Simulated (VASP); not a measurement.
# SnO (R-3m) in VASP: single point with r2SCAN

Aim: the single point of SnO with r2SCAN.

Everything below comes from runs of VASP 6.6.1. Logs are shortened: lines on timing, memory, paths and dates and some standing lists are left out, and cuts for length are marked.

### Step 1. The cell of the first run

The structure is trigonal, space group R-3m (No. 166). Conventional cell: a = 4.389 Å, b = 4.389 Å, c = 5.476 Å, α = 90.00°, β = 90.00°, γ = 120.00°. Within 3.6 Å of Sn (site symmetry -3m) lie 8 O at 2.69 to 2.74 Å and 6 Sn at 3.12 Å. Within 3.6 Å of O (site symmetry -3m) lie 8 Sn at 2.69 to 2.74 Å and 6 O at 3.12 Å.

### Step 2. Single point, r2SCAN (strain along [111] +1.9%)

Input file POSCAR:

```
SnO
1.0
    3.1227513509      0.0193445689      0.0193445689
    0.0193445689      3.1227513509      0.0193445689
    0.0193445689      0.0193445689      3.1227513509
Sn O
1 1
Direct
    0.0000000000      0.0000000000      0.0000000000
    0.5000000000      0.5000000000      0.5000000000
```

Input file INCAR.step1:

```
PREC = Accurate
ENCUT = 520
ISMEAR = -1
SIGMA = 0.02
LREAL = False
LASPH = True
NELM = 100
NBANDS = 17
GGA = PE
ALGO = Normal
EDIFF = 1E-4
LWAVE = True
LCHARG = False
```

Input file INCAR.step2:

```
PREC = Accurate
ENCUT = 520
EDIFF = 1E-7
ISMEAR = -1
SIGMA = 0.02
LREAL = False
LASPH = True
NELM = 100
ALGO = Normal
ISIF = 2
LWAVE = False
LCHARG = False
METAGGA = R2SCAN
LMIXTAU = True
NBANDS = 17
ISTART = 1
```

Input file KPOINTS:

```
regular mesh
0
Gamma
  8 8 8
```

Potentials or basis: VASP PAW PBE potentials, release 64 (Sn_d, O).

Command:

```sh
$ cat potpaw_PBE.64/Sn_d/POTCAR potpaw_PBE.64/O/POTCAR > POTCAR
$ cp INCAR.step1 INCAR
$ mpirun -np 1 vasp_std > vasp.out
$ cp INCAR.step2 INCAR
$ mpirun -np 1 vasp_std > vasp.out
```

OUTCAR:

```text
PREC = Accurate
   ENCUT = 520
   EDIFF = 1E-7
   ISMEAR = -1
   LREAL = False
   LASPH = True
   NELM = 100
   ISIF = 2
   METAGGA = R2SCAN
   ISTART = 1

 ion  position               nearest neighbor table
   1  0.000  0.000  0.000-   2 2.69   2 2.69   2 2.69   2 2.69   2 2.69   2 2.69   2 2.74   2 2.74

   2  0.500  0.500  0.500-   1 2.69   1 2.69   1 2.69   1 2.69   1 2.69   1 2.69   1 2.74   1 2.74

  LATTYP: Found a trigonal (rhomboedric) cell.
 ALAT       =     3.1228711828
 COS(alpha) =     0.0124268599

  Lattice vectors:

 A1 = (   3.1227513509,   0.0193445689,   0.0193445689)
 A2 = (   0.0193445689,   3.1227513509,   0.0193445689)
 A3 = (   0.0193445689,   0.0193445689,   3.1227513509)

Analysis of symmetry for initial positions (statically):
=====================================================================
 Subroutine PRICEL returns:
 Original cell was already a primitive cell.

 Routine SETGRP: Setting up the symmetry group for a
 trigonal (rhombohedral) supercell.

 Subroutine GETGRP returns: Found 12 space group operations
 (whereof 12 operations were pure point group operations)
 out of a pool of 12 trial point group operations.

The static configuration has the point symmetry D_3d.

Analysis of symmetry for dynamics (positions and initial velocities):
=====================================================================
 Subroutine PRICEL returns:
 Original cell was already a primitive cell.

 Routine SETGRP: Setting up the symmetry group for a
 trigonal (rhombohedral) supercell.

 Subroutine GETGRP returns: Found 12 space group operations
 (whereof 12 operations were pure point group operations)
 out of a pool of 12 trial point group operations.

The dynamic configuration has the point symmetry D_3d.

 Subroutine INISYM returns: Found 12 space group operations
 (whereof 12 operations are pure point group operations),
 and found     1 'primitive' translations

----------------------------------------------------------------------------------------

                                     Primitive cell

  volume of cell :      30.4483

  direct lattice vectors                    reciprocal lattice vectors
     3.122751351  0.019344569  0.019344569     0.320254855 -0.001971675 -0.001971675
     0.019344569  3.122751351  0.019344569    -0.001971675  0.320254855 -0.001971675
     0.019344569  0.019344569  3.122751351    -0.001971675 -0.001971675  0.320254855

  length of vectors
     3.122871183  3.122871183  3.122871183     0.320266994  0.320266994  0.320266994

  position of ions in fractional coordinates (direct lattice)
     0.000000000  0.000000000  0.000000000
     0.500000000  0.500000000  0.500000000

  ion indices of the primitive-cell ions
   primitive index   ion index
                 1           1
                 2           2

----------------------------------------------------------------------------------------

 KPOINTS: regular mesh

Automatic generation of k-mesh.
 Grid dimensions read from file:
 generate k-points for:    8    8    8

 Generating k-lattice:

  Cartesian coordinates                     Fractional coordinates (reciprocal lattice)
     0.040031857 -0.000246459 -0.000246459     0.125000000  0.000000000  0.000000000
    -0.000246459  0.040031857 -0.000246459     0.000000000  0.125000000  0.000000000
    -0.000246459 -0.000246459  0.040031857     0.000000000  0.000000000  0.125000000

  Length of vectors
     0.040033374  0.040033374  0.040033374

  Shift w.r.t. Gamma in fractional coordinates (k-lattice)
     0.000000000  0.000000000  0.000000000

 Subroutine IBZKPT returns following result:
 ===========================================

 Found     65 irreducible k-points:

 Following reciprocal coordinates:
            Coordinates               Weight
  0.000000  0.000000  0.000000      1.000000
  0.125000  0.000000  0.000000      6.000000
  0.250000  0.000000  0.000000      6.000000
  0.375000  0.000000  0.000000      6.000000
  0.500000  0.000000  0.000000      3.000000
  0.125000  0.125000  0.000000      6.000000
[... 16 lines left out ...]
  0.250000  0.125000  0.125000      6.000000
  0.375000  0.125000  0.125000      6.000000
 [... further k-points ...]
   k-points           NKPTS =     65   k-points in BZ     NKDIM =     65   number of bands    NBANDS=     17
   number of dos      NEDOS =    301   number of ions     NIONS =      2
   total plane-waves  NPLWV =  13824
   dimension x,y,z NGX =    24 NGY =   24 NGZ =   24
   dimension x,y,z NGXF=    48 NGYF=   48 NGZF=   48
   ions per type =               1   1
   NGX,Y,Z   is equivalent  to a cutoff of  12.78, 12.78, 12.78 a.u.
   NGXF,Y,Z  is equivalent  to a cutoff of  25.55, 25.55, 25.55 a.u.
 SYSTEM =  unknown system
   PREC   = accura    normal or accurate (medium, high low for compatibility)
   ISTART =      1    job   : 0-new  1-cont  2-samecut
   ICHARG =      0    charge: 1-file 2-atom 10-const
   ISPIN  =      1    spin polarized calculation?
   LNONCOLLINEAR =      F non collinear calculations
   LSORBIT =      F    spin-orbit coupling
   LASPH  =      T    aspherical Exc in radial PAW
   ENCUT  =  520.0 eV  38.22 Ry    6.18 a.u.   5.81  5.81  5.81*2*pi/ulx,y,z
   NELM   =    100;   NELMIN=  2; NELMDL=  0     # of ELM steps
   EDIFF  = 0.1E-06   stopping-criterion for ELM
   LREAL  =      F    real-space projection
   EDIFFG = 0.1E-05   stopping-criterion for IOM
   NSW    =      0    number of steps for IOM
   IBRION =     -1    ionic relax: 0-MD 1-quasi-New 2-CG
   NFREE  =      0    steps in history (QN), initial steepest desc. (CG)
   ISIF   =      2    stress and relaxation
   ISYM   =      2    0-nonsym 1-usesym 2-fastsym
   POTIM  = 0.5000    time-step for ionic-motion
   TEBEG  =    0.0;   TEEND  =   0.0 temperature during run
   PSTRESS=    0.0 pullay stress
   NELECT =      20.0000    total number of electrons
   NUPDOWN=      -1.0000    fix difference up-down
   EMIN   =  10.00;   EMAX   =-10.00  energy-range for DOS
   EFERMI =   0.00;   METHOD = LEGACY
   ISMEAR =    -1;   SIGMA  =   0.02  broadening in eV -4-tet -1-fermi 0-gaus
   EFERMI_NEDOS =   21; number of points for ismear=-14 and -15
   IALGO  =     38    algorithm
   IMIX   =      4    mixing-type and parameters
     AMIX     =   0.40;   BMIX     =  1.00
     AMIX_MAG =   1.60;   BMIX_MAG =  1.00
  volume/ion in A,a.u.               =      15.22       102.74
  Fermi-wavevector in a.u.,A,eV,Ry     =   1.423085  2.689240 27.554104  2.025170
  Thomas-Fermi vector in A             =   2.543720
   LORBIT       =      0    0 simple, 1 ext, 2 COOP (PROOUT), +10 PAW based schemes
   METAGGA = R2SCAN    functional components
   LHFCALC =     F    Hartree Fock is set to
   AEXX    =    0.0000 exact exchange contribution
   IVDW    =     0    specifies the selected vdW correction
   LEPSILON=     F    determine dielectric tensor
   LRPA    =     F    only Hartree local field effects (RPA)
 non-spin polarized calculation
  energy-cutoff  :      520.00
  volume of cell :       30.45
 maximum number of plane-waves:       840
   NGX = 11   NGY = 11   NGZ = 11

 number of electron      19.9999988 magnetization

 Free energy of the ion-electron system (eV)
  ---------------------------------------------------
  ext. energy  EPLUGINS =         0.00000000
  ---------------------------------------------------
  free energy    TOTEN  =       -31.58349800 eV

  energy without entropy =      -31.58321886  energy(sigma->0) =      -31.58335843

 E-fermi :   8.1777     XC(G=0): -12.0095

 val. band max:        8.1299676035   @ k =   0.5000   0.1250   0.0000
 cond. band min:       8.2860280658   @ k =   0.5000   0.5000   0.5000
 fundamental gap:      0.1560604623
 Fermi energy:         8.1776985964

 k-point     1 :       0.0000    0.0000    0.0000
  band No.  band energies     occupation
      1     -14.4544      2.00000
      2     -14.4544      2.00000
      3     -14.0888      2.00000
      4     -14.0825      2.00000
      5     -14.0825      2.00000
      6     -10.9928      2.00000
[... 9 lines left out ...]
     16      27.9317      0.00000
     17      28.4208      0.00000

 k-point     2 :       0.1250    0.0000    0.0000
  band No.  band energies     occupation
      1     -14.4522      2.00000
      2     -14.4154      2.00000
      3     -14.1004      2.00000
      4     -14.0960      2.00000
      5     -14.0830      2.00000
      6     -10.9073      2.00000
[... 9 lines left out ...]
     16      26.5111      0.00000
     17      27.4358      0.00000

 k-point     3 :       0.2500    0.0000    0.0000
  band No.  band energies     occupation
      1     -14.4468      2.00000
      2     -14.3212      2.00000
      3     -14.1318      2.00000
      4     -14.1282      2.00000
      5     -14.0805      2.00000
      6     -10.6890      2.00000
[... 9 lines left out ...]
     16      23.9145      0.00000
     17      26.5054      0.00000

 k-point     4 :       0.3750    0.0000    0.0000
  band No.  band energies     occupation
      1     -14.4414      2.00000
      2     -14.2268      2.00000
      3     -14.1631      2.00000
      4     -14.1603      2.00000
      5     -14.0778      2.00000
      6     -10.4515      2.00000
[... 9 lines left out ...]
     16      24.0553      0.00000
     17      26.2543      0.00000
[... 343 lines left out ...]
      1     -14.3919      2.00000
      2     -14.3919      2.00000
      3     -14.1237      2.00000
      4     -14.1077      2.00000
      5     -14.1077      2.00000
      6     -10.7403      2.00000
[... 9 lines left out ...]
     16      24.9818      0.00000
     17      24.9818      0.00000

 k-point    23 :       0.2500    0.1250    0.1250
  band No.  band energies     occupation
      1     -14.3867      2.00000
      2     -14.2954      2.00000
      3     -14.1618      2.00000
      4     -14.1417      2.00000
      5     -14.1068      2.00000
      6     -10.5281      2.00000
[... 9 lines left out ...]
     16      23.6849      0.00000
     17      24.3239      0.00000

 k-point    24 :       0.3750    0.1250    0.1250
  band No.  band energies     occupation
      1     -14.3816      2.00000
      2     -14.2027      2.00000
      3     -14.1971      2.00000
      4     -14.1751      2.00000
      5     -14.1035      2.00000
      6     -10.2981      2.00000
[... 9 lines left out ...]
     16      23.2934      0.00000
     17      25.3855      0.00000

 [... further k-points ...]
[... 5 lines left out ...]
  --------------------------------------------------------------------------------------
  -------------------------------------------------------------------------------------
  Total       -0.3319469     -0.3319469     -0.3319469      0.0596578      0.0596578      0.0596578
  in kB      -17.4669368    -17.4669368    -17.4669368      3.1391744      3.1391744      3.1391744
  external PRESSURE =     -17.4669368 kB  Pullay stress =       0.0000000 kB

 VOLUME and BASIS-vectors are now :
 -----------------------------------------------------------------------------
  energy-cutoff  :      520.00
  volume of cell :       30.45
      direct lattice vectors                 reciprocal lattice vectors
     3.122751351  0.019344569  0.019344569     0.320254855 -0.001971675 -0.001971675
     0.019344569  3.122751351  0.019344569    -0.001971675  0.320254855 -0.001971675
     0.019344569  0.019344569  3.122751351    -0.001971675 -0.001971675  0.320254855

 POSITION                                       TOTAL-FORCE (eV/Angst)
 -----------------------------------------------------------------------------------
      0.00000      0.00000      0.00000         0.000000      0.000000      0.000000
      1.58072      1.58072      1.58072        -0.000000     -0.000000      0.000000
 -----------------------------------------------------------------------------------
    total drift:                                0.000000      0.000000     -0.000000

  FREE ENERGIE OF THE ION-ELECTRON SYSTEM (eV)
  ---------------------------------------------------
  free  energy   TOTEN  =       -31.5834980002 eV

  energy  without entropy=      -31.5832188574  energy(sigma->0) =      -31.58335843
```

It took 67 s on 1 thread of AMD EPYC 9R45 (Zen 5), shared host; peak memory 0.13 GiB.

Results:

| Item | Value |
| --- | --- |
| Free energy | -31.5835 eV |
| Pressure | -1.7 GPa |
| Band gap on the k mesh | zero (band 10 reaches 8.13 eV, above the bottom of band 11 at 8.05 eV) |

Stress tensor (GPa, compression positive):
```
-1.75  0.31  0.31
 0.31 -1.75  0.31
 0.31  0.31 -1.75
```

Caveat: the cell differs from its parent crystal (strain along [111] +1.9%); the PAW data sets were made with another functional, which shifts forces and pressure a little; spin-orbit coupling is left out, which moves the levels of the heavy elements.
